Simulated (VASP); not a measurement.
Input of a VASP 6.6.1 run:

Contents of INCAR:

```
SYSTEM = YMn3
  ALGO = Normal
  EDIFF = 1E-7
  ENCUT = 520
  GGA = PE
  ISIF = 2
  ISMEAR = 0
  LASPH = .True.
  LCHARG = .False.
  LREAL = .False.
  LWAVE = .False.
  NBANDS = 33
  NELM = 100
  PREC = Accurate
  SIGMA = 0.1
```

KPOINTS

```
k-points
0
Gamma
  10 10 10
  0 0 0
```

The input POSCAR:

```
YMn3
1.0
    3.8901605809      0.0000000000      0.0000000000
    0.0000000000      3.8901605809      0.0000000000
    0.0000000000      0.0000000000      3.8901605809
Mn Y
3 1
Direct
    0.0000000000      0.5000000000      0.5000000000
    0.5000000000      0.0000000000      0.5000000000
    0.5000000000      0.5000000000      0.0000000000
    0.0000000000      0.0000000000      0.0000000000
```

Potentials or basis: VASP PAW PBE potentials, release 64 (Mn_pv, Y_sv).

Launch:

```bash
$ cat potpaw_PBE.64/Mn_pv/POTCAR potpaw_PBE.64/Y_sv/POTCAR > POTCAR
$ mpirun -np 1 vasp_std > vasp.out
```

Q: What does it give for the band gap on the k mesh?

A: Zero (bands 25 and 26 overlap by 0.93 eV).

Q: Estimate the pressure.

A: -0.1 GPa.

Caveat: the run has no spin polarisation, though such a crystal can be magnetic. Spin polarisation is off, so any magnetic state and its effect on volume and gap are missing.
